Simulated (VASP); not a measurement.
A run of VASP 6.6.1 is set up as follows.

Contents of INCAR:

```
SYSTEM = Si
ALGO     = Normal         ! electronic algorithm
EDIFF    = 1E-6           ! SCF threshold, eV
ENCUT    = 520            ! plane-wave cutoff, eV
GGA      = PE             ! functional
ISIF     = 2              ! what is computed and relaxed
ISMEAR   = 0              ! smearing method
LASPH    = .True.         ! aspherical terms in the spheres
LCHARG   = .True.         ! write CHGCAR
LELF     = .True.         ! ELF
LREAL    = Auto         
LVHAR    = .True.       
LWAVE    = .False.        ! write WAVECAR
NBANDS   = 83             ! bands
NELECT   = 126.0        
NELM     = 60             ! most SCF steps
PREC     = Accurate       ! precision mode
SIGMA    = 0.02           ! smearing width, eV
```

File KPOINTS:

```
Automatic mesh
0
Gamma
  2 2 2
  0.5 0.5 0.5
```

POSCAR

```
Si
1.0
    5.4700937548      5.4700937548      5.4700937548
    5.4700937548     -5.4700937548     -5.4700937548
   -5.4700937548      5.4700937548     -5.4700937548
Si
31
Direct
    0.6876201156      0.7500020446      0.2500008339
   -0.0030726164      0.7499996680      0.0045684775
    0.7488778408      0.4990484848      0.4983804889
    0.2518212780      0.7499999422      0.7490727186
   -0.0030728907      0.5045685913      0.2499998284
    0.5067397606      0.7499993024      0.4763593856
    0.2803796550      0.5236401108      0.0236406369
    0.7527481584      0.2509270520      0.7509270744
   -0.0001700154      0.2493322896      0.5009517428
    0.5004976373      0.5016197387      0.7506684865
    0.7488781150     -0.0016194421     -0.0009517204
    0.2518214608      0.2490723306      0.2499999198
    0.5004974545      0.2506683727      0.0016196249
   -0.0001705638      0.0009513548      0.7493317635
    0.2423591001     -0.0045688431      0.4954313621
    0.5067414060     -0.0236401798      0.2499997370
    0.7435689738      0.7500004906      0.0132685112
    0.5008841023      0.5050940850      0.5006420589
   -0.0006961489      0.7499999422      0.7516704803
    0.7435682426      0.5132688078      0.2500001940
    0.2585461170      0.7499996680      0.4973126827
    0.0112326228      0.5026864480      0.0026866998
    0.4976333354      0.2483294731      0.7483294955
    0.7457903252      0.2455478023      0.4949058684
    0.2502424202      0.4993582601      0.7544528823
    0.5008843765      0.0006420365      0.0050939712
   -0.0006960575      0.2516704579      0.2500000112
    0.2502420546      0.2544523115     -0.0006419451
    0.7457896853     -0.0050946110      0.7455470935
   -0.0196988397     -0.0132677799      0.4867319683
    0.2585465740     -0.0026879795      0.2499998284
```

Potentials or basis: VASP PAW PBE potentials, release 64 (Si).

The run is started by

```sh
$ cat potpaw_PBE.64/Si/POTCAR > POTCAR
$ mpirun -np 1 vasp_std > vasp.out
```

Q: Predict the largest force.

A: 0.295 eV/Å.

Forces on the atoms (eV/Å):
```
Si   0.170  0.170  0.170
Si   0.014 -0.007  0.014
Si   0.001 -0.004 -0.003
Si  -0.012 -0.005 -0.012
Si  -0.007  0.014  0.014
Si  -0.049 -0.063 -0.049
Si  -0.049 -0.049 -0.063
Si  -0.012 -0.012 -0.005
Si  -0.004 -0.003  0.001
Si  -0.003  0.001 -0.004
Si  -0.004  0.001 -0.003
Si  -0.005 -0.012 -0.012
Si   0.001 -0.003 -0.004
Si  -0.003 -0.004  0.001
Si   0.014  0.014 -0.007
Si  -0.063 -0.049 -0.049
Si   0.045  0.014  0.045
Si   0.009 -0.020 -0.004
Si  -0.002 -0.002 -0.002
Si   0.014  0.045  0.045
Si  -0.030 -0.001 -0.030
Si  -0.030 -0.030 -0.001
Si  -0.002 -0.002 -0.002
Si  -0.020 -0.004  0.009
Si  -0.004  0.009 -0.020
Si  -0.020  0.009 -0.004
Si  -0.002 -0.002 -0.002
Si   0.009 -0.004 -0.020
Si  -0.004 -0.020  0.009
Si   0.045  0.045  0.014
Si  -0.001 -0.030 -0.030
```

Caveat: the k points lie up to 0.41 Å⁻¹ apart; the cell carries a net charge on a neutralising background, which shifts energy and pressure.
